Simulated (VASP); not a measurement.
From an Ansatz input to VASP: BaHfO₃ (strained cubic perovskite)

Ansatz input

```yaml
crystal:
  lattice:
    - [4.0935175954, 0.0, 0.0]
    - [0.0, 4.0935175954, 0.0]
    - [0.0, 0.0, 4.0935175954]
  atoms:
    - { symbol: Ba, position: [0.0, 0.0, 0.0] }
    - { symbol: Hf, position: [0.5, 0.5, 0.5] }
    - { symbol: O, position: [0.5, 0.5, 0.0] }
    - { symbol: O, position: [0.5, 0.0, 0.5] }
    - { symbol: O, position: [0.0, 0.5, 0.5] }
kpoints:
  mp_grid: { grid: [6, 6, 6] }
  band_path:
    path:
      - [0.0, 0.0, 0.0]
      - [0.0, 0.5, 0.0]
      - [0.5, 0.5, 0.0]
      - [0.5, 0.5, 0.5]
      - [0.484375, -0.5, -0.5]
    npoints: 1
hamiltonian:
  xc: r2scan
scf:
  occupations: { method: fixed }
  n_extra_bands: 5
output:
  forces: true
  stress: true
  eigenvalues: true
  write_density: true
  write_potential: true
  elf: true
  volumetric_format: npy
```

Which VASP files do the same job?



INCAR

```
PREC = Accurate
ENCUT = 520
METAGGA = R2SCAN
ISMEAR = 0
ISIF = 2
NELM = 120
LASPH = .TRUE.
IBRION = -1
ALGO = Normal
LCHARG = .FALSE.
LWAVE = .FALSE.
EDIFF = 1E-7
SIGMA = 0.01
NSW = 0
NBANDS = 27
LREAL = .FALSE.
```

KPOINTS

```
KPOINTS created by Atomic Simulation Environment
0
Gamma
6 6 6
0 0 0
```

KPOINTS_OPT

```
special points
5
Reciprocal
0.0000000000 0.0000000000 0.0000000000 1
0.0000000000 0.5000000000 0.0000000000 1
0.5000000000 0.5000000000 0.0000000000 1
0.5000000000 0.5000000000 0.5000000000 1
0.4843750000 -0.5000000000 -0.5000000000 1
```

POSCAR

```
Ba Hf O
 1.0000000000000000
     4.0935175953999998    0.0000000000000000    0.0000000000000000
     0.0000000000000000    4.0935175953999998    0.0000000000000000
     0.0000000000000000    0.0000000000000000    4.0935175953999998
 Ba  Hf  O
   1   1   3
Cartesian
  0.0000000000000000  0.0000000000000000  0.0000000000000000
  2.0467587976999995  2.0467587976999995  2.0467587976999995
  2.0467587976999995  2.0467587976999995  0.0000000000000000
  2.0467587976999995  0.0000000000000000  2.0467587976999995
  0.0000000000000000  2.0467587976999995  2.0467587976999995
```

VASP ran with the recommended PBE PAW datasets (38 valence electrons in the cell). Other inputs would serve too.

|  | Ansatz | VASP |
| --- | --- | --- |
| gap between bands v and c | 4.33 eV | 4.24 eV |
| least direct gap | 4.35 eV | 4.40 eV |
| pressure | 11.8 GPa | 11.2 GPa |

Each program uses its own PAW datasets. VASP's cell holds 38 valence electrons and Ansatz's 54. Ansatz's stress includes a Pulay correction; VASP's doesn't.

VASP's potentials hold 38 valence electrons a cell and Ansatz's 54, so a difference between the two programs can come from the potentials and not from the codes.
